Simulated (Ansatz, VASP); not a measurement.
# Two plane-wave programs on CaOs

INCAR

```
PREC     = Accurate       # precision mode
ENCUT    = 520            # plane-wave cutoff, eV
EDIFF    = 1E-7           # SCF threshold, eV
ISMEAR   = 0              # smearing method
SIGMA    = 0.1            # smearing width, eV
LREAL    = F              # projectors in reciprocal space
LASPH    = T              # aspherical terms in the spheres
NELM     = 60             # most SCF steps
ALGO     = Normal         # electronic algorithm
ISIF     = 2              # what is computed and relaxed
LWAVE    = F              # write WAVECAR
LCHARG   = F              # write CHGCAR
GGA      = PE             # functional
NBANDS   = 16             # bands
```

The input KPOINTS:

```
regular mesh
0
Gamma
  6 6 4
```

File POSCAR:

```
CaOs
1.0
    3.2127085487      0.0000000000      0.0000000000
    0.0000000000      3.2127085487      0.0000000000
    0.0000000000      0.0000000000      4.2109429907
Ca Os
1 1
Direct
    0.5000000000      0.5000000000      0.5000000000
    0.0000000000      0.0000000000      0.0000000000
```

Input for Ansatz:

```yaml
crystal:
  lattice:
    - [3.2127085487, 0.0, 0.0]
    - [0.0, 3.2127085487, 0.0]
    - [0.0, 0.0, 4.2109429907]
  atoms:
    - { symbol: Ca, position: [0.5, 0.5, 0.5] }
    - { symbol: Os, position: [0.0, 0.0, 0.0] }
basis:
  ecutwfc: 420
kpoints:
  mp_grid: { grid: [6, 6, 4] }
hamiltonian:
  xc: pbe
scf:
  occupations: { method: gaussian, width: 0.1 }
  lower_state_search: "off"
output:
  forces: true
  stress: true
  eigenvalues: true
```

Alike in both runs: task single point; functional PBE; k mesh 6 × 6 × 4; occupations gaussian, width 0.1 eV; no spin polarisation.

|  | VASP | Ansatz |
| --- | --- | --- |
| version | VASP 6.6.1 | Ansatz 0.2.0 |
| potentials or method | VASP PAW PBE potentials, release 64 (Ca_sv, Os), cutoff 520 eV | scalar-relativistic, plane waves, PAW |
| valence electrons in the cell | 18 | 26 |

Ansatz gave:

- gap on the k mesh at the Fermi level (eV): none
- pressure (GPa): -7.1
- traceless stress, the component that is largest in VASP (GPa): 5.50

Task: What did VASP give for the same quantities?

Result: gap on the k mesh at the Fermi level (eV): none; pressure (GPa): -7.1; traceless stress, the component that is largest in VASP (GPa): 5.35.

A gap of «none» marks a metal or a gap that the smearing closes. VASP's potentials hold 18 valence electrons a cell and Ansatz's 26, so a difference there can come from the potentials and not from the codes.

The k mesh is coarse, so the values compare programs but aren't converged. Spin-orbit coupling is off throughout.
